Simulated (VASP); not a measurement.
The system is Ge.

```
Ge
1.0
     2.54475    0.00000    0.00000
     0.00000    4.27955    0.00000
     0.00000    0.00000    5.18902
Ge
3
Direct
  0.00000 0.00000 0.25585
  0.00000 0.00000 0.74415
  0.00000 0.50000 0.00000
```

The cell was generated, and may not be a known phase.

- Program: VASP 6.6.1
- Task: relaxation of cell and atoms
- Functional: PBE
- Potentials or basis: VASP PAW PBE potentials, release 64 (Ge_d)
- Cutoff: 600 eV
- k mesh: 6 × 4 × 4
- Occupations: gaussian, width 0.1 eV
- Spin: no spin polarisation

At the start: pressure 16.4 GPa; volume 18.84 Å³/atom.

**Question.** Where does the relaxation end?

**Answer.** Over 20 steps the energy falls by 228.7 meV/atom and the volume is 22.20 Å³/atom (+17.9 %); space group Pmmm (No. 47, to 0.1 Å) before and after.

Step by step:
| step | energy change (eV) | largest force (eV/Å) | pressure (GPa) | volume (Å³) |
| --- | --- | --- | --- | --- |
| 1 | 0.0000 | 1.3432 | 16.38 | 56.51 |
| 2 | -0.4643 | 0.1726 | -4.01 | 73.75 |
| 3 | -0.5458 | 0.1391 | -0.10 | 67.79 |
| 4 | -0.5458 | 0.1221 | -0.24 | 68.03 |
| 5 | -0.5556 | 0.1532 | -0.10 | 67.89 |
| 6 | -0.5799 | 0.3040 | 0.08 | 67.53 |
| 7 | -0.5652 | 0.2153 | 1.51 | 66.65 |
| 8 | -0.5929 | 0.3301 | 0.35 | 67.28 |
| 9 | -0.5934 | 0.3136 | 0.53 | 67.17 |
| 10 | -0.5954 | 0.3088 | 0.54 | 67.16 |
| 11 | -0.6004 | 0.2955 | 0.61 | 67.12 |
| 12 | -0.6063 | 0.2337 | 0.73 | 67.04 |
| 13 | -0.6166 | 0.2241 | 0.58 | 67.10 |
| 14 | -0.6420 | 0.1693 | 0.18 | 67.25 |
| 15 | -0.6725 | 0.0941 | -0.39 | 67.54 |
| 16 | -0.6734 | 0.0807 | -1.24 | 68.01 |
| 17 | -0.6818 | 0.0367 | -0.91 | 67.82 |
| 18 | -0.6823 | 0.0045 | -0.84 | 67.77 |
| 19 | -0.6841 | 0.0100 | -0.66 | 67.48 |
| 20 | -0.6861 | 0.0283 | -0.04 | 66.60 |

Final structure:
```
Ge
1.0
     2.78648    0.00000    0.00000
     0.00000    4.10082    0.00000
     0.00000    0.00000    5.82879
Ge
3
Direct
  0.00000 0.00000 0.27990
  0.00000 0.00000 0.72010
  0.00000 0.50000 0.00000
```

Caveat: the k points lie up to 0.38 Å⁻¹ apart in the final cell, too coarse for converged energies and pressures of a metal; the volume moved by over 15 % at a fixed basis, so the end points are rough.
